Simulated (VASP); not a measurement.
The system is Ba.

```
Ba
1.0
    -2.51000    2.51000    2.51000
     2.51000   -2.51000    2.51000
     2.51000    2.51000   -2.51000
Ba
1
Direct
  0.00000 0.00000 0.00000
```

- Program: VASP 6.6.1
- Task: relaxation of cell and atoms
- Functional: LDA
- Potentials or basis: VASP PAW LDA potentials, release 64 (Ba_sv)
- Cutoff: 500 eV
- k mesh: 15 × 15 × 15
- Occupations: methfessel-paxton, width 0.1 eV
- Spin: no spin polarisation

At the start: pressure -1.3 GPa; volume 63.25 Å³/atom.

Problem. Where does the relaxation end?

Solution. Over 4 steps the energy falls by 40.6 meV/atom and the volume is 54.11 Å³/atom (-14.5 %); space group Im-3m (No. 229, to 0.1 Å) before and after.

Step by step:
| step | energy change (eV) | largest force (eV/Å) | pressure (GPa) | volume (Å³) |
| --- | --- | --- | --- | --- |
| 1 | 0.0000 | 0.0000 | -1.30 | 63.25 |
| 2 | -0.0296 | 0.0000 | -0.75 | 58.68 |
| 3 | -0.0405 | 0.0000 | -0.10 | 54.68 |
| 4 | -0.0406 | 0.0000 | 0.01 | 54.11 |

Final structure:
```yaml
crystal:
  lattice:
    - [-2.38274, 2.38274, 2.38274]
    - [2.38274, -2.38274, 2.38274]
    - [2.38274, 2.38274, -2.38274]
  atoms:
    - { symbol: Ba, position: [0.00000, 0.00000, 0.00000] }
```
